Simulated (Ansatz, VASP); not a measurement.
# BaF2 in VASP and in Ansatz

File INCAR:

```
  ALGO = Normal
  EDIFF = 1E-6
  ENCUT = 600
  GGA = PS
  GGA_COMPAT = F
  ISIF = 2
  ISMEAR = 0
  LASPH = T
  LCHARG = T
  LELF = T
  LREAL = F
  LVHAR = T
  LWAVE = F
  NBANDS = 19
  NELM = 120
  PREC = Accurate
  SIGMA = 0.01
```

KPOINTS

```
k-points
0
Gamma
  6 6 6
```

POSCAR

```
BaF2
1.0
    0.0000000000      3.0971612425      3.0971612425
    3.0971612425      0.0000000000      3.0971612425
    3.0971612425      3.0971612425      0.0000000000
Ba F
1 2
Direct
    0.0000000000      0.0000000000      0.0000000000
    0.2500000000      0.2500000000      0.2500000000
    0.7500000000      0.7500000000      0.7500000000
```

Input for Ansatz:

```yaml
crystal:
  lattice:
    - [0.0, 3.0971612425, 3.0971612425]
    - [3.0971612425, 0.0, 3.0971612425]
    - [3.0971612425, 3.0971612425, 0.0]
  atoms:
    - { symbol: Ba, position: [0.0, 0.0, 0.0] }
    - { symbol: F, position: [0.25, 0.25, 0.25] }
    - { symbol: F, position: [0.75, 0.75, 0.75] }
kpoints:
  mp_grid: { grid: [6, 6, 6] }
hamiltonian:
  xc: pbesol
scf:
  occupations: { method: fixed }
  n_extra_bands: 4
output:
  forces: true
  stress: true
  eigenvalues: true
basis:
  xc_grid: 3
```

Alike in both runs: task single point; functional PBEsol; k mesh 6 × 6 × 6; no spin polarisation.

```csv
,VASP,Ansatz
version,VASP 6.6.1,Ansatz 0.2.0
potentials or method,"VASP PAW PBE potentials, release 64 (Ba_sv, F)",plane waves
plane-wave cutoff (eV),600,420
occupations,"gaussian, width 0.01 eV",fixed
valence electrons in the cell,24,24
```

VASP gave:

```
gap on the k mesh at the Fermi level (eV) : 6.65
pressure (GPa)                            : -0.5
```

**Question.** Which values does Ansatz return?

**Answer.** gap on the k mesh at the Fermi level (eV): 6.74; pressure (GPa): -1.6.

VASP's potentials were made for PBE, not for PBEsol.

Spin-orbit coupling is off throughout.
